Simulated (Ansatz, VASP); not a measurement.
This is a calculation of MnO2 for Ansatz 0.2.0.

The input input.yaml:

```yaml
crystal:
  lattice:
    - [2.9109491711, 0.0, 0.0]
    - [-1.4554745855, 2.5209559313, 0.0]
    - [0.0, 0.0, 10.4222199523]
  atoms:
    - { symbol: Mn, position: [0.0, 0.0, 0.5], spin: 4.0 }
    - { symbol: Mn, position: [0.0, 0.0, 0.0], spin: 4.0 }
    - { symbol: O, position: [0.6666666667, 0.3333333333, 0.40685645] }
    - { symbol: O, position: [0.6666666667, 0.3333333333, 0.09314355] }
    - { symbol: O, position: [0.3333333333, 0.6666666667, 0.59314355] }
    - { symbol: O, position: [0.3333333333, 0.6666666667, 0.90685645] }
kpoints:
  mp_grid: { grid: [11, 11, 3] }
scf:
  occupations: { method: fermi_dirac, width: 0.05 }
hamiltonian:
  xc: pbesol
  pseudopotentials: { kind: all_electron, lapw: { basis_error: 0.001 } }
magnetization:
  spin_polarized: true
output:
  forces: true
  stress: true
  eigenvalues: true
```

Potentials or basis: all-electron LAPW, scalar-relativistic.

Command:

```bash
$ ansatz run input.yaml --threads 4 --pin off --max-ram 14336MiB --backend cpu --events-out ev --progress --plain --runs-dir out
```

Translate it to VASP 6.6.1. Potentials there: VASP PAW PBE potentials, release 64 (Mn_pv, O).

As run (the cutoff follows the program's own potentials):

INCAR

```
PREC     = Accurate       # precision mode
ENCUT    = 520            # plane-wave cutoff, eV
EDIFF    = 1E-6           # SCF threshold, eV
ISMEAR   = -1             # smearing method
SIGMA    = 0.05           # smearing width, eV
LREAL    = F              # projectors in reciprocal space
LASPH    = T              # aspherical terms in the spheres
NELM     = 150            # most SCF steps
ALGO     = Normal         # electronic algorithm
ISIF     = 2              # what is computed and relaxed
LWAVE    = F              # write WAVECAR
LCHARG   = F              # write CHGCAR
ISPIN    = 2              # spin polarisation
MAGMOM   = 4 4 0 0 0 0    # initial moments
LORBIT   = 11             # projections on sites
LMAXMIX  = 4              # l up to which the mixer works
GGA      = PS             # functional
NBANDS   = 38             # bands
```

The input KPOINTS:

```
regular mesh
0
Gamma
  11 11 3
```

Contents of POSCAR:

```
MnO2
1.0
    2.9109491711      0.0000000000      0.0000000000
   -1.4554745855      2.5209559313      0.0000000000
    0.0000000000      0.0000000000     10.4222199523
Mn O
2 4
Direct
    0.0000000000      0.0000000000      0.5000000000
    0.0000000000      0.0000000000      0.0000000000
    0.6666666667      0.3333333333      0.4068564500
    0.6666666667      0.3333333333      0.0931435500
    0.3333333333      0.6666666667      0.5931435500
    0.3333333333      0.6666666667      0.9068564500
```

Potentials or basis: VASP PAW PBE potentials, release 64 (Mn_pv, O).

Command:

```sh
$ cat potpaw_PBE.64/Mn_pv/POTCAR potpaw_PBE.64/O/POTCAR > POTCAR
$ mpirun -np 1 vasp_std > vasp.out
```

Both were run:

|  | VASP | Ansatz | Ansatz less VASP |
| --- | --- | --- | --- |
| gap on the k mesh at the Fermi level (eV) | 0.97 | 1.02 | +0.047 |
| least direct gap on the mesh (eV) | 1.03 | 1.08 | +0.047 |
| pressure (GPa) | -10.4 | -11.1 | -0.72 |
| traceless stress, the component that is largest in VASP (GPa) | 3.54 | 3.85 | +0.317 |
| rms of the force components (eV/Å) | 0.412 | 0.445 | +0.0332 |
| net moment per atom (μB) | 1.00 | 1.00 | 0.000 |
| size of the moment on the site where the two differ most (μB) | 2.89 | 2.79 | -0.103 |

VASP's potentials were made for PBE, not for PBEsol. Site moments also hang on the region over which each program counts them. Atom by atom the forces differ by 0.033 eV/Å (rms over components). Ansatz ran all-electron here, and VASP with PAW potentials.
